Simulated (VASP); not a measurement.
Write the native input for VASP 6.6.1 that does the following.

* Task: single point
* Functional: PBEsol
* Potentials or basis: VASP PAW PBE potentials, release 64 (Mg, Sc_sv)
* Cutoff: 520 eV
* k mesh: 9 × 9 × 3
* Occupations: methfessel-paxton, width 0.1 eV
* Spin: no spin polarisation
* Dipole correction: no
* Further INCAR settings: ALGO = Normal; EDIFF = 1e-06; NBANDS = 26

The structure of MgSc3 lies in POSCAR:

```
MgSc3
1.0
    3.2807330000      0.0000000000      0.0000000000
   -1.6403665000      2.8411981210      0.0000000000
    0.0000000000      0.0000000000     10.6451220000
Mg Sc
1 3
Direct
    0.0000000000      0.0000000000      0.5000000000
    0.3333330000      0.6666670000      0.7536800000
    0.0000000000      0.0000000000      0.0000000000
    0.3333330000      0.6666670000      0.2463200000
```

One way to write it, as run:

INCAR

```
SYSTEM = MgSc3
PREC = Accurate ; ENCUT = 520
EDIFF = 1E-6 ; ISMEAR = 1
SIGMA = 0.1 ; LREAL = .False.
LASPH = .True. ; NELM = 80
ALGO = Normal ; ISIF = 2
LWAVE = .False. ; LCHARG = .False.
GGA = PS ; NBANDS = 26
```

KPOINTS

```
Automatic mesh
0
Gamma
  9 9 3
  0 0 0
```

Potentials or basis: VASP PAW PBE potentials, release 64 (Mg, Sc_sv).

Run with:

```sh
$ cat potpaw_PBE.64/Mg/POTCAR potpaw_PBE.64/Sc_sv/POTCAR > POTCAR
$ mpirun -np 1 vasp_std > vasp.out
```

Results of the run:

```yaml
Pressure: -2.6 GPa
Largest_force: 0.245 eV/Å
```

Caveat: the PAW data sets were made with another functional, which shifts forces and pressure a little.

It took 48 s on 1 thread of Intel(R) Xeon(R) Platinum 8375C CPU @ 2.90GHz (Ice Lake), with other jobs on the host, peak memory 0.22 GiB.
